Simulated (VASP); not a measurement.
## Cr: single point with PBE

Cr:

```xyz
2
Lattice="2.9689 0.0000 0.0000 0.0000 2.9689 0.0000 0.0000 0.0000 2.9689" Properties=species:S:1:pos:R:3 pbc="T T T"
Cr    0.0000    0.0000    0.0000
Cr    1.4844    1.4844    1.4844
```

```json
{
  "Program": "VASP 6.6.1",
  "Task": "single point",
  "Functional": "PBE",
  "Potentials or basis": "VASP PAW PBE potentials, release 64 (Cr_pv)",
  "Cutoff": "520 eV",
  "k mesh": "11 × 11 × 11",
  "Occupations": "fermi-dirac, width 0.05 eV",
  "Spin": "collinear spin, antiferromagnetic start",
  "Starting moments": "[3.0, -3.0] μB"
}
```

The pressure is -13.4 GPa and the band gap on the k mesh is zero (filled and empty bands overlap). The net moment is 0.00 μB per cell and the site moments are Cr +1.80, -1.80 μB. The valence electrons inside the program's atomic spheres are Cr 10.82.

Levels at points of the mesh, in eV from the Fermi level:
Spin up:
| k point | band 10 | band 11 | band 12 | band 13 | band 14 | band 15 |
| --- | --- | --- | --- | --- | --- | --- |
| (0.00, 0.00, 0.00) | -0.87 | -0.87 | -0.87 | 1.23 | 1.23 | 2.52 |
Spin down:
```tsv
k point	band 10	band 11	band 12	band 13	band 14	band 15
(0.00, 0.00, 0.00)	-0.87	-0.87	-0.87	1.23	1.23	2.52
```

Wall time 69 s on 1 thread of Intel Xeon 8259CL, with other jobs on the host, peak memory 0.18 GiB.

Caveat: the cell stands under tension; an empty level that is flat over the whole mesh can mark a ghost state of the potentials, or a narrow d or f band.
